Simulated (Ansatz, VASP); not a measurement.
**GaN in VASP and in Ansatz**

```
Ga N
1.0
     0.00000    2.22304    2.22304
     2.22304    0.00000    2.22304
     2.22304    2.22304    0.00000
Ga N
1 1
Direct
  0.00000 0.00000 0.00000
  0.25000 0.25000 0.25000
```

Alike in both runs: task single point; functional PBEsol-based global hybrid with a share of 0.25 of exact exchange; k mesh 5 × 5 × 5; occupations fermi-dirac, width 0.05 eV; no spin polarisation.

```csv
,VASP,Ansatz
version,VASP 6.6.1,Ansatz 0.2.0
potentials or method,"VASP PAW PBE potentials, release 64 (Ga_d, N)",Ansatz PAW
plane-wave cutoff (eV),520,420
valence electrons in the cell,18,18
```

```tsv
	VASP	Ansatz	Ansatz less VASP
gap on the k mesh at the Fermi level (eV)	4.00	3.93	-0.068
least direct gap on the mesh (eV)	4.00	3.93	-0.068
pressure (GPa)	2.4	2.6	+0.16
```

VASP's potentials were made for PBE, not for PBEsol-based global hybrid.

The k mesh is coarse, so the values compare programs but aren't converged. Noted on Ansatz's run: odd divisions of the mesh miss points on the zone boundary, where band edges often lie, so the gap on the mesh can be too wide.
